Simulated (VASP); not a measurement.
Here is a VASP 6.6.1 calculation.

INCAR

```
SYSTEM = InAs
ALGO = Normal ; EDIFF = 1E-8
ENCUT = 520 ; GGA = PE
ISIF = 2 ; ISMEAR = -1
LASPH = .TRUE. ; LCHARG = .FALSE.
LEFG = .TRUE. ; LREAL = .FALSE.
LWAVE = .FALSE. ; NBANDS = 16
NELM = 60 ; PREC = Accurate
SIGMA = 0.08
```

The input KPOINTS:

```
k-points
0
G
  10 10 10
  0 0 0
```

POSCAR

```
InAs
1.0
    0.0000000000      3.0440270737      3.0440270737
    3.0440270737      0.0000000000      3.0440270737
    3.0440270737      3.0440270737      0.0000000000
In As
1 1
Direct
    0.0000000000      0.0000000000      0.0000000000
    0.7500000000      0.7500000000      0.7500000000
```

Potentials or basis: VASP PAW PBE potentials, release 64 (In_d, As).

Command:

```sh
$ cat potpaw_PBE.64/In_d/POTCAR potpaw_PBE.64/As/POTCAR > POTCAR
$ mpirun -np 1 vasp_std > vasp.out
```

(1) What does it give for the band gap on the k mesh?

(2) Estimate the pressure.

## Answers

(1) zero (filled and empty bands touch).

(2) 2.7 GPa.

Caveat: without QUAD_EFG the Cq values of the log hold for a quadrupole moment of 1 mb, not for the nuclei; spin-orbit coupling is left out, which moves the levels of the heavy elements.
